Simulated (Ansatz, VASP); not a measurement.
Fe3Ge: VASP beside Ansatz

```
Fe Ge
1.0
     3.66050    0.00000    0.00000
     0.00000    3.66050    0.00000
     0.00000    0.00000    3.66050
Fe Ge
3 1
Direct
  0.00000 0.50000 0.50000
  0.50000 0.00000 0.50000
  0.50000 0.50000 0.00000
  0.00000 0.00000 0.00000
```

Alike in both runs: task single point; functional r2SCAN; k mesh 4 × 4 × 4; occupations methfessel-paxton of order 1, width 0.2 eV; collinear spin.

```csv
,VASP,Ansatz
version,VASP 6.6.1,Ansatz 0.2.0
potentials or method,"VASP PAW PBE potentials, release 64 (Fe, Ge_d)",plane waves
plane-wave cutoff (eV),660,1230
valence electrons in the cell,38,62
```

VASP gave:

- pressure (GPa): 0.3
- net moment per atom (μB): 1.95
- size of the moment on the site where the two differ most (μB): 2.70

Task: Estimate Ansatz's values.

Result: Pressure (GPa): -0.7; net moment per atom (μB): 1.97; size of the moment on the site where the two differ most (μB): 2.78.

VASP's potentials were made for PBE, not for r2SCAN. Site moments also hang on the region over which each program counts them. With one functional, cell and mesh, what is left measures potentials, basis and numerics. VASP's potentials hold 38 valence electrons a cell and Ansatz's 62, so a difference there can come from the potentials and not from the codes. Ansatz's warnings: pbe made norm conserving files, stability check not made.

The k mesh is coarse, so the values compare programs but aren't converged.
